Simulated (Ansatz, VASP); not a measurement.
CdO5 in VASP and in Ansatz

The input INCAR:

```
  PREC = Accurate
  ENCUT = 600
  EDIFF = 1E-6
  ISMEAR = 0
  SIGMA = 0.1
  LREAL = F
  LASPH = T
  NELM = 150
  ALGO = Fast
  ISIF = 3
  LWAVE = F
  LCHARG = F
  ISPIN = 2
  MAGMOM = 0 0.83 0.83 0.83 0.83 0.83
  LORBIT = 11
  GGA = PE
  IBRION = 2
  NSW = 100
  EDIFFG = -0.01
```

The input KPOINTS:

```
regular mesh
0
Gamma
  10 10 10
```

The input POSCAR:

```
CdO5
1.0
    0.0000000000      3.1223747955      3.1223747955
    3.1223747955      0.0000000000      3.1223747955
    3.1223747955      3.1223747955      0.0000000000
Cd O
1 5
Direct
    0.0000000000      0.0000000000      0.0000000000
    0.7500000000      0.7500000000      0.7500000000
    0.3766532358      0.8700402925      0.3766532358
    0.3766532358      0.3766532358      0.8700402925
    0.3766532358      0.3766532358      0.3766532358
    0.8700402925      0.3766532358      0.3766532358
```

Input for Ansatz:

```yaml
crystal:
  lattice:
    - [0.0, 3.1223747955, 3.1223747955]
    - [3.1223747955, 0.0, 3.1223747955]
    - [3.1223747955, 3.1223747955, 0.0]
  atoms:
    - { symbol: Cd, position: [0.0, 0.0, 0.0] }
    - { symbol: O, position: [0.75, 0.75, 0.75], spin: 0.83 }
    - { symbol: O, position: [0.3766532358, 0.8700402925, 0.3766532358], spin: 0.83 }
    - { symbol: O, position: [0.3766532358, 0.3766532358, 0.8700402925], spin: 0.83 }
    - { symbol: O, position: [0.3766532358, 0.3766532358, 0.3766532358], spin: 0.83 }
    - { symbol: O, position: [0.8700402925, 0.3766532358, 0.3766532358], spin: 0.83 }
basis:
  ecutwfc: 420
kpoints:
  mp_grid: { grid: [10, 10, 10] }
hamiltonian:
  xc: pbe
scf:
  occupations: { method: gaussian, width: 0.1 }
output:
  forces: true
  stress: true
  eigenvalues: true
  populations: true
magnetization:
  spin_polarized: true
relax:
  adjacent_minimum: "off"
  f_tol: 0.01
  max_steps: 80
  cell: { stress_tol: 0.05 }
```

Change from the starting cell: species swapped into the ZrCu5 type (F-43m, No. 216).

Alike in both runs: task relaxation of cell and atoms; functional PBE; k mesh 10 × 10 × 10; occupations gaussian, width 0.1 eV; collinear spin.

```csv
,VASP,Ansatz
version,VASP 6.6.1,Ansatz 0.2.0
potentials or method,"VASP PAW PBE potentials, release 64 (Cd, O), cutoff 600 eV","scalar-relativistic, plane waves, PAW"
valence electrons in the cell,42,50
```

```tsv
	VASP	Ansatz	Ansatz less VASP
gap on the k mesh at the Fermi level, each at its own relaxed structure (eV)	none	none	-
net moment per atom (μB)	0.64	0.64	0.000
size of the moment on the site where the two differ most (μB)	1.28	1.49	+0.212
relaxed volume (Å³/atom)	10.13	10.12	-0.007
relaxed cell length with the largest relative difference (Å)	4.413	4.412	-0.0010
```

Site moments also hang on the region over which each program counts them. A gap of «none» marks a metal or a gap that the smearing closes. VASP's potentials hold 42 valence electrons a cell and Ansatz's 50, so a difference there can come from the potentials and not from the codes.
